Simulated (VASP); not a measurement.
The system is Ru2C3.

```xyz
5
Lattice="3.2804 0.0000 0.0000 -1.6402 2.8409 0.0000 0.0000 0.0000 5.1038" Properties=species:S:1:pos:R:3 pbc="T T T"
Ru    0.0000    1.8939    1.2504
Ru    1.6402    0.9470    3.8534
C     0.0000    0.0000    0.0000
C     0.0000    1.8939    3.2919
C     1.6402    0.9470    1.8118
```

| Quantity | Value |
| --- | --- |
| Program | VASP 6.6.1 |
| Task | relaxation of cell and atoms |
| Functional | PBE |
| Potentials or basis | VASP PAW PBE potentials, release 64 (Ru_pv, C) |
| Cutoff | 600 eV |
| k mesh | 6 × 6 × 4 |
| Occupations | gaussian, width 0.1 eV |
| Spin | no spin polarisation |

At the start: pressure 15.1 GPa; volume 9.51 Å³/atom.

Problem. How do energy, volume and symmetry change on relaxing?

Solution. Over 31 steps the energy falls by 84.3 meV/atom and the volume is 9.70 Å³/atom (+1.9 %); space group P-3m1 (No. 164, to 0.05 Å).

Step by step:
| step | energy change (eV) | largest force (eV/Å) | pressure (GPa) | volume (Å³) |
| --- | --- | --- | --- | --- |
| 1 | 0.0000 | 1.0480 | 15.09 | 47.56 |
| 2 | -0.0267 | 0.5934 | -16.78 | 54.00 |
| 3 | -0.1902 | 0.6977 | -3.57 | 50.74 |
| 4 | -0.2783 | 0.3475 | 0.26 | 50.58 |
| 5 | -0.2810 | 0.5854 | 1.16 | 50.54 |
| 6 | -0.3228 | 0.1552 | -0.23 | 50.91 |
| 7 | -0.3235 | 0.1276 | -0.11 | 50.87 |
| 8 | -0.3260 | 0.1326 | -0.34 | 50.82 |
| 9 | -0.3307 | 0.1717 | -1.03 | 50.68 |
| 10 | -0.3339 | 0.2622 | -2.24 | 50.40 |
| 11 | -0.3701 | 0.2945 | -4.03 | 49.83 |
| 12 | -0.3350 | 0.6612 | -2.76 | 48.71 |
| 13 | -0.3938 | 0.0703 | -4.37 | 49.50 |
| 14 | -0.3936 | 0.2164 | -4.25 | 49.20 |
| 15 | -0.3969 | 0.0685 | -4.38 | 49.35 |
| 16 | -0.3978 | 0.0809 | -4.22 | 49.31 |
| 17 | -0.4001 | 0.1187 | -3.73 | 49.18 |
| 18 | -0.4020 | 0.1954 | -2.69 | 48.91 |
| 19 | -0.4035 | 0.1773 | -2.49 | 48.88 |
| 20 | -0.4077 | 0.1221 | -1.93 | 48.78 |
| 21 | -0.4134 | 0.0286 | -0.73 | 48.58 |
| 22 | -0.4139 | 0.2142 | 1.87 | 48.19 |
| 23 | -0.4155 | 0.1051 | 0.58 | 48.38 |
| 24 | -0.4163 | 0.1093 | 0.41 | 48.41 |
| 25 | -0.4183 | 0.1203 | -0.13 | 48.48 |
| 26 | -0.4195 | 0.1400 | -1.14 | 48.64 |
| 27 | -0.4203 | 0.1179 | -0.90 | 48.60 |
| 28 | -0.4213 | 0.0541 | -0.08 | 48.49 |
| 29 | -0.4213 | 0.0560 | -0.12 | 48.49 |
| 30 | -0.4214 | 0.0442 | -0.06 | 48.49 |
| 31 | -0.4216 | 0.0248 | 0.05 | 48.48 |

Final structure:
```
CELL_PARAMETERS angstrom
3.21409 0.00000 0.00000
-1.60704 2.78348 0.00000
0.00000 0.00000 5.41883
ATOMIC_POSITIONS crystal
Ru 0.33333 0.66667 0.22729
Ru 0.66667 0.33333 0.77271
C 0.00000 0.00000 0.00000
C 0.33333 0.66667 0.59481
C 0.66667 0.33333 0.40519
```

Caveat: the k points lie up to 0.38 Å⁻¹ apart in the final cell.
